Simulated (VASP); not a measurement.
# Pd (P6_3/mmc) in VASP: further runs

Runs on Pd. Level: LDA. Tasks: single point.

All numbers are computed with VASP 6.6.1; they aren't measurements. Logs are shortened: lines on timing, memory, paths and dates and some standing lists are left out, and cuts for length are marked.

## Step 1: The cell of the first run

Symmetry: P6_3/mmc, No. 194, hexagonal system. Conventional cell: a = 2.706 Å, b = 2.706 Å, c = 8.946 Å, α = 90.00°, β = 90.00°, γ = 120.00°. Pd (site symmetry -3m) has 12 Pd at 2.71 to 2.73 Å within 3.6 Å. Pd (site symmetry -6m2) has 12 Pd at 2.71 to 2.73 Å within 3.6 Å.

This isn't the form of Pd at room conditions, which is fcc.

## Step 2: Single point, LDA, collinear spin (14.18 Å³/atom)

INCAR

```
ALGO = Normal
EDIFF = 1E-6
ENCUT = 520
GGA = CA
ISIF = 2
ISMEAR = -1
ISPIN = 2
LASPH = T
LCHARG = F
LMAXMIX = 4
LORBIT = 11
LREAL = F
LWAVE = F
MAGMOM = 0.5 0.5 -0.5 -0.5
NBANDS = 32
NELM = 150
PREC = Accurate
SIGMA = 0.05
```

KPOINTS

```
k-points
0
Gamma
  15 15 4
```

POSCAR

```
Pd
1.0
    2.7055271242      0.0000000000      0.0000000000
   -1.3527635621      2.3430552202      0.0000000000
    0.0000000000      0.0000000000      8.9462594720
Pd
4
Direct
    1.0000000000      0.0000000000      1.0000000000
    1.0000000000      1.0000000000      0.5000000000
    0.3333333333      0.6666666667      0.2500000000
    0.6666666667      0.3333333333      0.7500000000
```

Potentials or basis: VASP PAW LDA potentials, release 64 (Pd).

The run is started by

```console
cat potpaw_LDA.64/Pd/POTCAR > POTCAR
mpirun -np 1 vasp_std > vasp.out
```

OUTCAR:

```text
EDIFF = 1E-6
   ENCUT = 520
   GGA = CA
   ISIF = 2
   ISMEAR = -1
   ISPIN = 2
   LASPH = T
   LORBIT = 11
   LREAL = F
   NELM = 150
   PREC = Accurate

 ion  position               nearest neighbor table
   1  0.000  0.000  0.000-   3 2.73   4 2.73   4 2.73   3 2.73   4 2.73   3 2.73
   2  0.000  0.000  0.500-   3 2.73   4 2.73   4 2.73   3 2.73   4 2.73   3 2.73
   3  0.333  0.667  0.250-   1 2.73   2 2.73   1 2.73   2 2.73   1 2.73   2 2.73
   4  0.667  0.333  0.750-   1 2.73   2 2.73   1 2.73   2 2.73   1 2.73   2 2.73

  LATTYP: Found a hexagonal cell.
 ALAT       =     2.7055271242
 C/A-ratio  =     3.3066604256

  Lattice vectors:

 A1 = (   2.7055271242,   0.0000000000,   0.0000000000)
 A2 = (  -1.3527635621,   2.3430552202,   0.0000000000)
 A3 = (   0.0000000000,   0.0000000000,   8.9462594720)

Analysis of symmetry for initial positions (statically):
=====================================================================
 Subroutine PRICEL returns:
 Original cell was already a primitive cell.

 Routine SETGRP: Setting up the symmetry group for a
 hexagonal supercell.

 Subroutine GETGRP returns: Found 24 space group operations
 (whereof 12 operations were pure point group operations)
 out of a pool of 24 trial point group operations.

The static configuration has the point symmetry D_3d.
 The point group associated with its full space group is D_6h.

Analysis of symmetry for dynamics (positions and initial velocities):
=====================================================================
 Subroutine PRICEL returns:
 Original cell was already a primitive cell.

 Routine SETGRP: Setting up the symmetry group for a
 hexagonal supercell.

 Subroutine GETGRP returns: Found 24 space group operations
 (whereof 12 operations were pure point group operations)
 out of a pool of 24 trial point group operations.

The dynamic configuration has the point symmetry D_3d.
 The point group associated with its full space group is D_6h.

Analysis of structural, dynamic, and magnetic symmetry:
=====================================================================
 Subroutine PRICEL returns:
 Original cell was already a primitive cell.

 Routine SETGRP: Setting up the symmetry group for a
 hexagonal supercell.

 Subroutine GETGRP returns: Found 24 space group operations
 (whereof 12 operations were pure point group operations)
 out of a pool of 24 trial point group operations.

The overall configuration has the point symmetry D_3d.
 The point group associated with its full space group is D_6h.

 Subroutine INISYM returns: Found 24 space group operations
 (whereof 12 operations are pure point group operations),
 and found     1 'primitive' translations

----------------------------------------------------------------------------------------

                                     Primitive cell

  volume of cell :      56.7121

  direct lattice vectors                    reciprocal lattice vectors
     2.705527124  0.000000000  0.000000000     0.369613740  0.213396592  0.000000000
    -1.352763562  2.343055220  0.000000000     0.000000000  0.426793185  0.000000000
     0.000000000  0.000000000  8.946259472     0.000000000  0.000000000  0.111778560

  length of vectors
     2.705527124  2.705527124  8.946259472     0.426793185  0.426793185  0.111778560

  position of ions in fractional coordinates (direct lattice)
     0.000000000  0.000000000  0.000000000
     0.000000000  0.000000000  0.500000000
     0.333333333  0.666666667  0.250000000
     0.666666667  0.333333333  0.750000000

  ion indices of the primitive-cell ions
   primitive index   ion index
                 1           1
                 2           2
                 3           3
                 4           4

----------------------------------------------------------------------------------------

 KPOINTS: k-points

Automatic generation of k-mesh.
 Grid dimensions read from file:
 generate k-points for:   15   15    4

 Generating k-lattice:

  Cartesian coordinates                     Fractional coordinates (reciprocal lattice)
     0.024640916  0.014226439  0.000000000     0.066666667  0.000000000  0.000000000
     0.000000000  0.028452879  0.000000000     0.000000000  0.066666667  0.000000000
     0.000000000  0.000000000  0.027944640     0.000000000  0.000000000  0.250000000

  Length of vectors
     0.028452879  0.028452879  0.027944640

  Shift w.r.t. Gamma in fractional coordinates (k-lattice)
     0.000000000  0.000000000  0.000000000

 Subroutine IBZKPT returns following result:
 ===========================================

 Found     81 irreducible k-points:

 Following reciprocal coordinates:
            Coordinates               Weight
  0.000000  0.000000  0.000000      1.000000
  0.066667  0.000000  0.000000      6.000000
  0.133333  0.000000  0.000000      6.000000
  0.200000  0.000000  0.000000      6.000000
  0.266667  0.000000  0.000000      6.000000
  0.333333 -0.000000  0.000000      6.000000
[... 16 lines left out ...]
  0.333333  0.200000  0.000000     12.000000
  0.400000  0.200000  0.000000      6.000000
 [... further k-points ...]
   k-points           NKPTS =     81   k-points in BZ     NKDIM =     81   number of bands    NBANDS=     32
   number of dos      NEDOS =    301   number of ions     NIONS =      4
   total plane-waves  NPLWV =  28000
   dimension x,y,z NGX =    20 NGY =   20 NGZ =   70
   dimension x,y,z NGXF=    40 NGYF=   40 NGZF=  140
   ions per type =               4
   NGX,Y,Z   is equivalent  to a cutoff of  12.29, 12.29, 13.01 a.u.
   NGXF,Y,Z  is equivalent  to a cutoff of  24.58, 24.58, 26.02 a.u.
 SYSTEM =  unknown system
   PREC   = accura    normal or accurate (medium, high low for compatibility)
   ISTART =      0    job   : 0-new  1-cont  2-samecut
   ICHARG =      2    charge: 1-file 2-atom 10-const
   ISPIN  =      2    spin polarized calculation?
   LNONCOLLINEAR =      F non collinear calculations
   LSORBIT =      F    spin-orbit coupling
   LASPH  =      T    aspherical Exc in radial PAW
   ENCUT  =  520.0 eV  38.22 Ry    6.18 a.u.   5.03  5.03 16.63*2*pi/ulx,y,z
   NELM   =    150;   NELMIN=  2; NELMDL= -5     # of ELM steps
   EDIFF  = 0.1E-05   stopping-criterion for ELM
   LREAL  =      F    real-space projection
   EDIFFG = 0.1E-04   stopping-criterion for IOM
   NSW    =      0    number of steps for IOM
   IBRION =     -1    ionic relax: 0-MD 1-quasi-New 2-CG
   NFREE  =      0    steps in history (QN), initial steepest desc. (CG)
   ISIF   =      2    stress and relaxation
   ISYM   =      2    0-nonsym 1-usesym 2-fastsym
   POTIM  = 0.5000    time-step for ionic-motion
   TEBEG  =    0.0;   TEEND  =   0.0 temperature during run
   PSTRESS=    0.0 pullay stress
   NELECT =      40.0000    total number of electrons
   NUPDOWN=      -1.0000    fix difference up-down
   EMIN   =  10.00;   EMAX   =-10.00  energy-range for DOS
   EFERMI =   0.00;   METHOD = LEGACY
   ISMEAR =    -1;   SIGMA  =   0.05  broadening in eV -4-tet -1-fermi 0-gaus
   EFERMI_NEDOS =   21; number of points for ismear=-14 and -15
   IALGO  =     38    algorithm
   IMIX   =      4    mixing-type and parameters
     AMIX     =   0.40;   BMIX     =  1.00
     AMIX_MAG =   1.60;   BMIX_MAG =  1.00
  volume/ion in A,a.u.               =      14.18        95.68
  Fermi-wavevector in a.u.,A,eV,Ry     =   1.457257  2.753817 28.893310  2.123598
  Thomas-Fermi vector in A             =   2.574080
   LORBIT       =     11    0 simple, 1 ext, 2 COOP (PROOUT), +10 PAW based schemes
   GGA     = CA    functional components
   LHFCALC =     F    Hartree Fock is set to
   AEXX    =    0.0000 exact exchange contribution
   IVDW    =     0    specifies the selected vdW correction
   LEPSILON=     F    determine dielectric tensor
   LRPA    =     F    only Hartree local field effects (RPA)
 spin polarized calculation
  energy-cutoff  :      520.00
  volume of cell :       56.71
 maximum number of plane-waves:      1550
 NGX is ok and might be reduce to    20
   NGX =  9   NGY =  9   NGZ = 33

 number of electron      40.0000003 magnetization      -0.0004358

 number of electron      40.0000003 magnetization       0.0042066

 Free energy of the ion-electron system (eV)
  ---------------------------------------------------
  ext. energy  EPLUGINS =         0.00000000
  ---------------------------------------------------
  free energy    TOTEN  =       -25.95591250 eV

  energy without entropy =      -25.88503209  energy(sigma->0) =      -25.92047229

 E-fermi :  10.3049     XC(G=0): -13.7592

 val. band max:       10.3048462785   @ k =   0.4667   0.0000   0.5000
 cond. band min:      10.3089532668   @ k =   0.4667   0.0667   0.0000
 fundamental gap:      0.0041069883
 Fermi energy:        10.3048894771

 spin component 1

 k-point     1 :       0.0000    0.0000    0.0000
  band No.  band energies     occupation
      1       2.7358      1.00000
      2       4.4295      1.00000
      3       4.4373      1.00000
      4       4.6030      1.00000
      5       7.1396      1.00000
      6       7.1492      1.00000
[... 24 lines left out ...]
     31      29.3737      0.00000
     32      30.1109      0.00000

 k-point     2 :       0.0667    0.0000    0.0000
  band No.  band energies     occupation
      1       2.8864      1.00000
      2       4.5677      1.00000
      3       4.5766      1.00000
      4       4.7160      1.00000
      5       6.9064      1.00000
      6       7.0569      1.00000
[... 24 lines left out ...]
     31      29.4366      0.00000
     32      30.1722      0.00000
[... 733 lines left out ...]
     31      23.1015      0.00000
     32      24.8407      0.00000

 k-point    24 :       0.4000    0.2000    0.0000
  band No.  band energies     occupation
      1       5.0814      1.00000
      2       5.2347      1.00000
      3       5.4865      1.00000
      4       6.0233      1.00000
      5       6.1359      1.00000
      6       6.2541      1.00000
[... 24 lines left out ...]
     31      22.7776      0.00000
     32      23.5545      0.00000

 [... further k-points ...]

 spin component 2

 k-point     1 :       0.0000    0.0000    0.0000
  band No.  band energies     occupation
      1       2.7362      1.00000
      2       4.4299      1.00000
      3       4.4377      1.00000
      4       4.6036      1.00000
      5       7.1402      1.00000
      6       7.1498      1.00000
[... 24 lines left out ...]
     31      29.3740      0.00000
     32      30.1112      0.00000

 k-point     2 :       0.0667    0.0000    0.0000
  band No.  band energies     occupation
      1       2.8867      1.00000
      2       4.5681      1.00000
      3       4.5771      1.00000
      4       4.7166      1.00000
      5       6.9071      1.00000
      6       7.0575      1.00000
[... 24 lines left out ...]
     31      29.4370      0.00000
     32      30.1725      0.00000
[... 733 lines left out ...]
     31      23.1019      0.00000
     32      24.8411      0.00000

 k-point    24 :       0.4000    0.2000    0.0000
  band No.  band energies     occupation
      1       5.0819      1.00000
      2       5.2352      1.00000
      3       5.4870      1.00000
      4       6.0238      1.00000
      5       6.1365      1.00000
      6       6.2547      1.00000
[... 24 lines left out ...]
     31      22.7780      0.00000
     32      23.5549      0.00000

 [... further k-points ...]

------------------------ aborting loop because EDIFF is reached ----------------------------------------

  FORCE on cell =-STRESS in cart. coord.  units (eV):
  Direction    XX          YY          ZZ          XY          YZ          ZX
  --------------------------------------------------------------------------------------
  -------------------------------------------------------------------------------------
  Total        0.1123382      0.1123382     -0.0117677      0.0000000      0.0000000      0.0000000
  in kB        3.1736713      3.1736713     -0.3324488      0.0000000      0.0000000      0.0000000
  external PRESSURE =       2.0049646 kB  Pullay stress =       0.0000000 kB

 VOLUME and BASIS-vectors are now :
 -----------------------------------------------------------------------------
  energy-cutoff  :      520.00
  volume of cell :       56.71
      direct lattice vectors                 reciprocal lattice vectors
     2.705527124  0.000000000  0.000000000     0.369613740  0.213396592  0.000000000
    -1.352763562  2.343055220  0.000000000     0.000000000  0.426793185  0.000000000
     0.000000000  0.000000000  8.946259472     0.000000000  0.000000000  0.111778560

 POSITION                                       TOTAL-FORCE (eV/Angst)
 -----------------------------------------------------------------------------------
      0.00000      0.00000      0.00000         0.000000      0.000000     -0.000000
      0.00000      0.00000      4.47313         0.000000      0.000000     -0.000000
     -0.00000      1.56204      2.23656         0.000000     -0.000000      0.000000
      1.35276      0.78102      6.70969        -0.000000      0.000000      0.000000
 -----------------------------------------------------------------------------------
    total drift:                                0.000000     -0.000000      0.000000

  FREE ENERGIE OF THE ION-ELECTRON SYSTEM (eV)
  ---------------------------------------------------
  free  energy   TOTEN  =       -25.9559124979 eV

  energy  without entropy=      -25.8850320857  energy(sigma->0) =      -25.92047229

 total charge

# of ion       s       p       d       tot
------------------------------------------
    1        0.511   0.525   8.492   9.528
    2        0.511   0.525   8.492   9.528
    3        0.511   0.528   8.488   9.527
    4        0.511   0.528   8.488   9.527
--------------------------------------------------
tot          2.043   2.105  33.961  38.109

 magnetization (x)

# of ion       s       p       d       tot
------------------------------------------
    1       -0.000  -0.000   0.001   0.001
    2       -0.000  -0.000   0.001   0.001
    3        0.000  -0.000   0.001   0.001
    4        0.000  -0.000   0.001   0.001
--------------------------------------------------
tot          0.000  -0.000   0.003   0.003
```

Wall time 5.2 min (1 thread of Intel Xeon 8259CL, shared host); peak memory 0.3 GiB.

Results:

* Free energy: -25.9559 eV
* Pressure: 0.2 GPa
* Band gap on the k mesh: zero (filled and empty bands overlap)
* Net moment: 0.00 μB per cell
* Valence electrons inside the program's atomic spheres: Pd 9.53

(Continued in part 2 of 2.)
